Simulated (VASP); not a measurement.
**SiC: electric field gradients with PBE**

Crystal: SiC.

```
Si C
1.0
     3.07351    0.00000    0.00000
    -1.53676    2.66174    0.00000
     0.00000    0.00000    5.04525
Si C
2 2
Direct
  0.33333 0.66667 0.49960
  0.66667 0.33333 0.99960
  0.33333 0.66667 0.87540
  0.66667 0.33333 0.37540
```

| Property | Result |
| --- | --- |
| Program | VASP 6.6.1 |
| Task | electric field gradients |
| Functional | PBE |
| Potentials or basis | VASP PAW PBE potentials, release 64 (Si, C) |
| Cutoff | 520 eV |
| k mesh | 10 × 10 × 6 |
| Occupations | fermi-dirac, width 0.02 eV |
| Spin | no spin polarisation |
| Dipole correction | no |
| Further INCAR settings | ALGO = Normal; EDIFF = 1e-08; NBANDS = 16 |

```yaml
Pressure: 3.9 GPa
Band_gap_on_the_k_mesh: 2.43 eV, indirect (least direct gap 3.98 eV)
```

Stress tensor (GPa, compression positive):
```
3.92 0.00 0.00
0.00 3.92 0.00
0.00 0.00 3.73
```

Levels at points of the mesh, in eV from the valence-band top:
```
           k point  band 5  band 6  band 7  band 8  band 9  band 10  band 11  band 12
(0.00, 0.00, 0.00)   -1.32   -0.11    0.00    0.00    4.83     6.23     6.68     6.68
(0.50, 0.00, 0.00)   -5.44   -3.32   -3.29   -1.20    2.78     4.22     6.90     7.14
(0.00, 0.00, 0.50)   -0.71   -0.71   -0.71   -0.71    5.92     5.92     7.36     7.36
(0.50, 0.00, 0.50)   -2.45   -2.45   -2.33   -2.33    3.29     3.29     5.26     5.26
```

Electric field gradients, principal values (V/Å²):
| atom | least | middle | greatest (by size) |
| --- | --- | --- | --- |
| 1 Si | -1.675 | -1.676 | 3.351 |
| 2 Si | -1.675 | -1.676 | 3.351 |
| 3 C | -1.072 | -1.072 | 2.144 |
| 4 C | -1.072 | -1.072 | 2.144 |

It took 12 s on 1 thread of Intel(R) Xeon(R) 6975P-C (Granite Rapids), with other jobs on the host, peak memory 0.16 GiB.

Caveat: without QUAD_EFG the Cq values of the log hold for a quadrupole moment of 1 mb, not for the nuclei. A k mesh can miss the band edges.
